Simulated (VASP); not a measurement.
# Cs4ErTe (P-6m2) in VASP: a series of runs

The runs below take Cs4ErTe through single point, with PBE.

All numbers are computed with VASP 6.6.1; they aren't measurements. Logs are shortened: lines on timing, memory, paths and dates and some standing lists are left out, and cuts for length are marked.

### Step 1. The cell of the first run

It takes space group P-6m2 (No. 187, hexagonal). The conventional cell has a = 8.162 Å, b = 8.162 Å, c = 6.453 Å, α = 90.00°, β = 90.00°, γ = 120.00°. Within 5.4 Å of Cs (site symmetry -6m2) lie 6 Cs at 4.13 Å and 3 Er at 4.71 Å and 3 Te at 4.71 Å. Within 4.9 Å of Cs (site symmetry mm2) lie 6 Cs at 3.71 to 4.46 Å and 2 Te at 3.87 Å. Within 5.1 Å of Te (site symmetry -6m2) lie 9 Cs at 3.87 to 4.71 Å and 3 Er at 4.71 Å.

The cell was built from a structure type or drawn by symmetry, and may not be a known phase.

### Step 2. Single point, PBE

File INCAR:

```
PREC = Accurate
ENCUT = 500
EDIFF = 1E-6
ISMEAR = 0
SIGMA = 0.2
LREAL = F
LASPH = T
NELM = 200
ALGO = Normal
ISIF = 2
LWAVE = F
LCHARG = F
GGA = PE
NBANDS = 34
GGA_COMPAT = F
LMAXMIX = 6
```

File KPOINTS:

```
regular mesh
0
Gamma
  3 3 3
```

File POSCAR:

```
Cs4ErTe
1.0
    8.1622354738     -0.0000000032      0.0000000000
   -4.0811177342      7.0687032736      0.0000000000
    0.0000000000      0.0000000000      6.4525037440
Cs Er Te
4 1 1
Direct
    0.3333333333      0.6666666667      0.0000000000
    0.6972491098      0.8486245549      0.5000000000
    0.1513754451      0.8486245549      0.5000000000
    0.1513754451      0.3027508902      0.5000000000
    0.6666666667      0.3333333333      0.0000000000
    0.0000000000      0.0000000000      0.0000000000
```

Potentials or basis: VASP PAW PBE potentials, release 64 (Cs_sv, Er_3, Te), 4f in core.

Run with:

```bash
$ cat potpaw_PBE.64/Cs_sv/POTCAR potpaw_PBE.64/Er_3/POTCAR potpaw_PBE.64/Te/POTCAR > POTCAR
$ mpirun -np 1 vasp_std > vasp.out
```

OUTCAR:

```text
PREC = Accurate
   ENCUT = 500
   EDIFF = 1E-6
   ISMEAR = 0
   LREAL = F
   LASPH = T
   NELM = 200
   ISIF = 2
   GGA = PE

 ion  position               nearest neighbor table
   1  0.333  0.667  0.000-
   2  0.697  0.849  0.500-
   3  0.151  0.849  0.500-
   4  0.151  0.303  0.500-
   5  0.667  0.333  0.000-
   6  0.000  0.000  0.000-

  LATTYP: Found a hexagonal cell.
 ALAT       =     8.1622354738
 C/A-ratio  =     0.7905314377

  Lattice vectors:

 A1 = (   8.1622354738,  -0.0000000032,   0.0000000000)
 A2 = (  -4.0811177342,   7.0687032736,   0.0000000000)
 A3 = (   0.0000000000,   0.0000000000,   6.4525037440)

Analysis of symmetry for initial positions (statically):
=====================================================================
 Subroutine PRICEL returns:
 Original cell was already a primitive cell.

 Routine SETGRP: Setting up the symmetry group for a
 hexagonal supercell.

 Subroutine GETGRP returns: Found 12 space group operations
 (whereof 12 operations were pure point group operations)
 out of a pool of 24 trial point group operations.

The static configuration has the point symmetry D_3h.

Analysis of symmetry for dynamics (positions and initial velocities):
=====================================================================
 Subroutine PRICEL returns:
 Original cell was already a primitive cell.

 Routine SETGRP: Setting up the symmetry group for a
 hexagonal supercell.

 Subroutine GETGRP returns: Found 12 space group operations
 (whereof 12 operations were pure point group operations)
 out of a pool of 24 trial point group operations.

The dynamic configuration has the point symmetry D_3h.

 Subroutine INISYM returns: Found 12 space group operations
 (whereof 12 operations are pure point group operations),
 and found     1 'primitive' translations

----------------------------------------------------------------------------------------

                                     Primitive cell

  volume of cell :     372.2864

  direct lattice vectors                    reciprocal lattice vectors
     8.162235474 -0.000000003  0.000000000     0.122515456  0.070734331  0.000000000
    -4.081117734  7.068703274  0.000000000     0.000000000  0.141468663  0.000000000
     0.000000000  0.000000000  6.452503744     0.000000000  0.000000000  0.154978601

  length of vectors
     8.162235474  8.162235474  6.452503744     0.141468663  0.141468663  0.154978601

  position of ions in fractional coordinates (direct lattice)
     0.333333333  0.666666667  0.000000000
     0.697249110  0.848624555  0.500000000
     0.151375445  0.848624555  0.500000000
     0.151375445  0.302750890  0.500000000
     0.666666667  0.333333333  0.000000000
     0.000000000  0.000000000  0.000000000

  ion indices of the primitive-cell ions
   primitive index   ion index
                 1           1
                 2           2
                 3           3
                 4           4
                 5           5
                 6           6

----------------------------------------------------------------------------------------

 KPOINTS: regular mesh

Automatic generation of k-mesh.
 Grid dimensions read from file:
 generate k-points for:    3    3    3

 Generating k-lattice:

  Cartesian coordinates                     Fractional coordinates (reciprocal lattice)
     0.040838485  0.023578110  0.000000000     0.333333333  0.000000000  0.000000000
     0.000000000  0.047156221  0.000000000    -0.000000000  0.333333333  0.000000000
     0.000000000  0.000000000  0.051659534     0.000000000  0.000000000  0.333333333

  Length of vectors
     0.047156221  0.047156221  0.051659534

  Shift w.r.t. Gamma in fractional coordinates (k-lattice)
     0.000000000  0.000000000  0.000000000

 Subroutine IBZKPT returns following result:
 ===========================================

 Found      6 irreducible k-points:

 Following reciprocal coordinates:
            Coordinates               Weight
  0.000000  0.000000  0.000000      1.000000
  0.333333  0.000000  0.000000      6.000000
  0.333333  0.333333  0.000000      2.000000
  0.000000  0.000000  0.333333      2.000000
  0.333333  0.000000  0.333333     12.000000
  0.333333  0.333333  0.333333      4.000000
   k-points           NKPTS =      6   k-points in BZ     NKDIM =      6   number of bands    NBANDS=     34
   number of dos      NEDOS =    301   number of ions     NIONS =      6
   total plane-waves  NPLWV = 172800
   dimension x,y,z NGX =    60 NGY =   60 NGZ =   48
   dimension x,y,z NGXF=   120 NGYF=  120 NGZF=   96
   ions per type =               4   1   1
   NGX,Y,Z   is equivalent  to a cutoff of  12.22, 12.22, 12.37 a.u.
   NGXF,Y,Z  is equivalent  to a cutoff of  24.44, 24.44, 24.73 a.u.
 SYSTEM =  unknown system
   PREC   = accura    normal or accurate (medium, high low for compatibility)
   ISTART =      0    job   : 0-new  1-cont  2-samecut
   ICHARG =      2    charge: 1-file 2-atom 10-const
   ISPIN  =      1    spin polarized calculation?
   LNONCOLLINEAR =      F non collinear calculations
   LSORBIT =      F    spin-orbit coupling
   LASPH  =      T    aspherical Exc in radial PAW
   ENCUT  =  500.0 eV  36.75 Ry    6.06 a.u.  14.88 14.88 11.76*2*pi/ulx,y,z
   NELM   =    200;   NELMIN=  2; NELMDL= -5     # of ELM steps
   EDIFF  = 0.1E-05   stopping-criterion for ELM
   LREAL  =      F    real-space projection
   EDIFFG = 0.1E-04   stopping-criterion for IOM
   NSW    =      0    number of steps for IOM
   IBRION =     -1    ionic relax: 0-MD 1-quasi-New 2-CG
   NFREE  =      0    steps in history (QN), initial steepest desc. (CG)
   ISIF   =      2    stress and relaxation
   ISYM   =      2    0-nonsym 1-usesym 2-fastsym
   POTIM  = 0.5000    time-step for ionic-motion
   TEBEG  =    0.0;   TEEND  =   0.0 temperature during run
   PSTRESS=    0.0 pullay stress
   NELECT =      51.0000    total number of electrons
   NUPDOWN=      -1.0000    fix difference up-down
   EMIN   =  10.00;   EMAX   =-10.00  energy-range for DOS
   EFERMI =   0.00;   METHOD = LEGACY
   ISMEAR =     0;   SIGMA  =   0.20  broadening in eV -4-tet -1-fermi 0-gaus
   EFERMI_NEDOS =   21; number of points for ismear=-14 and -15
   IALGO  =     38    algorithm
   IMIX   =      4    mixing-type and parameters
     AMIX     =   0.40;   BMIX     =  1.00
     AMIX_MAG =   1.60;   BMIX_MAG =  1.00
  volume/ion in A,a.u.               =      62.05       418.72
  Fermi-wavevector in a.u.,A,eV,Ry     =   0.843929  1.594794  9.690286  0.712216
  Thomas-Fermi vector in A             =   1.958875
   LORBIT       =      0    0 simple, 1 ext, 2 COOP (PROOUT), +10 PAW based schemes
   GGA     = PE    functional components
   LHFCALC =     F    Hartree Fock is set to
   AEXX    =    0.0000 exact exchange contribution
   IVDW    =     0    specifies the selected vdW correction
   LEPSILON=     F    determine dielectric tensor
   LRPA    =     F    only Hartree local field effects (RPA)
 non-spin polarized calculation
 Gauss-broadening in eV      SIGMA  =   0.20
  energy-cutoff  :      500.00
  volume of cell :      372.29
 maximum number of plane-waves:      9459
 NGX is ok and might be reduce to    60
   NGX = 29   NGY = 29   NGZ = 23

 number of electron      51.0000004 magnetization

 Free energy of the ion-electron system (eV)
  ---------------------------------------------------
  ext. energy  EPLUGINS =         0.00000000
  ---------------------------------------------------
  free energy    TOTEN  =        -9.58892511 eV

  energy without entropy =       -9.37940261  energy(sigma->0) =       -9.48416386

 E-fermi :   2.0281     XC(G=0):  -7.1030

 val. band max:        2.0162473376   @ k =   0.3333   0.0000   0.3333
 cond. band min:       2.0682029138   @ k =   0.3333   0.3333   0.3333
 fundamental gap:      0.0519555762
 Fermi energy:         2.0280907921

 k-point     1 :       0.0000    0.0000    0.0000
  band No.  band energies     occupation
      1     -25.2715      2.00000
      2     -25.2715      2.00000
      3     -25.2680      2.00000
      4     -21.8706      2.00000
      5     -21.6831      2.00000
      6     -21.5265      2.00000
[... 26 lines left out ...]
     33       3.7566      0.00000
     34       3.8622      0.00000

 k-point     2 :       0.3333    0.0000    0.0000
  band No.  band energies     occupation
      1     -25.2715      2.00000
      2     -25.2715      2.00000
      3     -25.2680      2.00000
      4     -21.8647      2.00000
      5     -21.6824      2.00000
      6     -21.5342      2.00000
[... 26 lines left out ...]
     33       3.2073      0.00000
     34       3.6953      0.00000

 k-point     3 :       0.3333    0.3333    0.0000
  band No.  band energies     occupation
      1     -25.2716      2.00000
      2     -25.2715      2.00000
      3     -25.2680      2.00000
      4     -21.8616      2.00000
      5     -21.6819      2.00000
      6     -21.5381      2.00000
[... 26 lines left out ...]
     33       3.3313      0.00000
     34       3.9815      0.00000

 k-point     4 :       0.0000    0.0000    0.3333
  band No.  band energies     occupation
      1     -25.2715      2.00000
      2     -25.2715      2.00000
      3     -25.2680      2.00000
      4     -21.8560      2.00000
      5     -21.6982      2.00000
      6     -21.5263      2.00000
[... 26 lines left out ...]
     33       3.1802      0.00000
     34       3.2124      0.00000

 k-point     5 :       0.3333    0.0000    0.3333
  band No.  band energies     occupation
      1     -25.2715      2.00000
      2     -25.2715      2.00000
      3     -25.2680      2.00000
      4     -21.8542      2.00000
      5     -21.6877      2.00000
      6     -21.5396      2.00000
[... 26 lines left out ...]
     33       3.2484      0.00000
     34       3.5233      0.00000

 k-point     6 :       0.3333    0.3333    0.3333
  band No.  band energies     occupation
      1     -25.2715      2.00000
      2     -25.2715      2.00000
      3     -25.2680      2.00000
      4     -21.8533      2.00000
      5     -21.6815      2.00000
      6     -21.5471      2.00000
[... 26 lines left out ...]
     33       3.5222      0.00000
     34       3.6467      0.00000

------------------------ aborting loop because EDIFF is reached ----------------------------------------

  FORCE on cell =-STRESS in cart. coord.  units (eV):
  Direction    XX          YY          ZZ          XY          YZ          ZX
  --------------------------------------------------------------------------------------
  -------------------------------------------------------------------------------------
  Total        1.2414279      1.2414279     -0.4392953     -0.0000000      0.0000000      0.0000000
  in kB        5.3426281      5.3426281     -1.8905580     -0.0000000      0.0000000      0.0000000
  external PRESSURE =       2.9315661 kB  Pullay stress =       0.0000000 kB

 VOLUME and BASIS-vectors are now :
 -----------------------------------------------------------------------------
  energy-cutoff  :      500.00
  volume of cell :      372.29
      direct lattice vectors                 reciprocal lattice vectors
     8.162235474 -0.000000003  0.000000000     0.122515456  0.070734331  0.000000000
    -4.081117734  7.068703274  0.000000000     0.000000000  0.141468663  0.000000000
     0.000000000  0.000000000  6.452503744     0.000000000  0.000000000  0.154978601

 POSITION                                       TOTAL-FORCE (eV/Angst)
 -----------------------------------------------------------------------------------
      0.00000      4.71247      0.00000         0.000000      0.000000     -0.000000
      2.22777      5.99868      3.22625        -0.020518     -0.011846      0.000000
     -2.22777      5.99868      3.22625         0.020518     -0.011846      0.000000
      0.00000      2.14006      3.22625         0.000000      0.023692     -0.000000
      4.08112      2.35623      0.00000         0.000000      0.000000     -0.000000
      0.00000      0.00000      0.00000         0.000000      0.000000     -0.000000
 -----------------------------------------------------------------------------------
    total drift:                                0.000000     -0.000000      0.000000

  FREE ENERGIE OF THE ION-ELECTRON SYSTEM (eV)
  ---------------------------------------------------
  free  energy   TOTEN  =        -9.5889251084 eV

  energy  without entropy=       -9.3794026104  energy(sigma->0) =       -9.48416386
```

Wall time 58 s (1 thread of Intel Xeon 6975P-C (Granite Rapids), shared host); peak memory 0.44 GiB.

What came out:

| Quantity | Value |
| --- | --- |
| Free energy | -9.5889 eV |
| Pressure | 0.3 GPa |
| Largest force | 0.024 eV/Å |
| Band gap on the k mesh | zero (an odd number of electrons rules out a gap without spin polarisation) |

Forces in eV/Å, atoms in the order of the input:
```
Cs   0.000  0.000  0.000
Cs  -0.021 -0.012  0.000
Cs   0.021 -0.012  0.000
Cs   0.000  0.024  0.000
Er   0.000  0.000  0.000
Te   0.000  0.000  0.000
```

Levels at points of the mesh, in eV from the Fermi level:
```
           k point  band 21  band 22  band 23  band 24  band 25  band 26  band 27  band 28  band 29  band 30
(0.00, 0.00, 0.00)    -2.45    -2.08    -2.08    -2.08    -0.60     0.05     0.19     0.19     0.29     0.29
```

Caveat: spin-orbit coupling is left out, which moves the levels of the heavy elements; the 4f electrons are frozen in the core, so they carry no moment and show no levels. Spin polarisation is off, so any magnetic state and its effect on volume and gap are missing.

### Step 3. Single point, PBE

This run uses another cell than the first one, of 69.18 Å³/atom.

File INCAR:

```
SYSTEM = Cs4ErTe
PREC = Accurate
ENCUT = 500
EDIFF = 1E-6
ISMEAR = 0
SIGMA = 0.2
LREAL = .FALSE.
LASPH = .TRUE.
NELM = 200
ALGO = Normal
ISIF = 2
LWAVE = .FALSE.
LCHARG = .FALSE.
GGA = PE
NBANDS = 34
GGA_COMPAT = .FALSE.
LMAXMIX = 6
```

File KPOINTS:

```
regular mesh
0
G
  3 3 3
  0 0 0
```

File POSCAR:

```
Cs4ErTe
1.0
    8.8471655709     -0.0000000034      0.0000000000
   -4.4235827825      7.6618701376      0.0000000000
    0.0000000000      0.0000000000      6.1237309894
Cs Er Te
4 1 1
Direct
    0.0000000000      0.0000000000      0.0000000000
    0.3724219423      0.1862109712      0.5000000000
    0.8137890288      0.1862109712      0.5000000000
    0.8137890288      0.6275780577      0.5000000000
    0.3333333333      0.6666666667      0.0000000000
    0.6666666667      0.3333333333      0.0000000000
```

Potentials or basis: VASP PAW PBE potentials, release 64 (Cs_sv, Er_3, Te), 4f in core.

Run with:

```bash
$ cat potpaw_PBE.64/Cs_sv/POTCAR potpaw_PBE.64/Er_3/POTCAR potpaw_PBE.64/Te/POTCAR > POTCAR
$ mpirun -np 1 vasp_std > vasp.out
```

It took 82 s on 1 thread of Intel Xeon 6975P-C (Granite Rapids), shared host; peak memory 0.54 GiB.

The run converged. Its results:

| Property | Result |
| --- | --- |
| Free energy | -9.7420 eV |
| Pressure | 0.0 GPa |
| Largest force | 0.037 eV/Å |
| Band gap on the k mesh | zero (an odd number of electrons rules out a gap without spin polarisation) |

Forces on the atoms (eV/Å):
```
Cs   0.000  0.000  0.000
Cs   0.032  0.018  0.000
Cs  -0.032  0.018  0.000
Cs   0.000 -0.037  0.000
Er   0.000  0.000  0.000
Te   0.000  0.000  0.000
```

Stress tensor (GPa, compression positive):
```
 0.16  0.00  0.00
 0.00  0.16  0.00
 0.00  0.00 -0.17
```

Levels at points of the mesh, in eV from the Fermi level:
```csv
k point,band 22,band 23,band 24,band 25,band 26,band 27,band 28,band 29
"(0.00, 0.00, 0.00)",-1.94,-1.92,-1.92,-0.52,0.10,0.18,0.18,0.37
```

Caveat: spin-orbit coupling is left out, which moves the levels of the heavy elements; the 4f electrons are frozen in the core, so they carry no moment and show no levels. Spin polarisation is off, so any magnetic state and its effect on volume and gap are missing.
